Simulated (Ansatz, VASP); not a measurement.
# Mg3SiO in VASP and in Ansatz

```
CELL_PARAMETERS angstrom
4.18363 0.00000 0.00000
0.00000 4.18363 0.00000
0.00000 0.00000 4.18363
ATOMIC_POSITIONS crystal
Si 0.00000 0.00000 0.00000
O 0.50000 0.50000 0.50000
Mg 0.50000 0.50000 0.00000
Mg 0.50000 0.00000 0.50000
Mg 0.00000 0.50000 0.50000
```

Alike in both runs: task single point; functional r2SCAN; k mesh 6 × 6 × 6; occupations fermi-dirac, width 0.02 eV; no spin polarisation.

|  | VASP | Ansatz |
| --- | --- | --- |
| version | VASP 6.6.1 | Ansatz 0.2.0 |
| potentials or method | VASP PAW PBE potentials, release 64 (Si, O, Mg) | plane waves, PAW |
| plane-wave cutoff (eV) | 520 | 500 |
| valence electrons in the cell | 16 | 40 |

```tsv
	VASP	Ansatz	Ansatz less VASP
pressure (GPa)	-0.6	0.0	+0.59
```

VASP's potentials were made for PBE, not for r2SCAN. The functional is the same, so the differences come from potentials, cutoffs and numerics. VASP's potentials hold 16 valence electrons a cell and Ansatz's 40, so a difference there can come from the potentials and not from the codes.
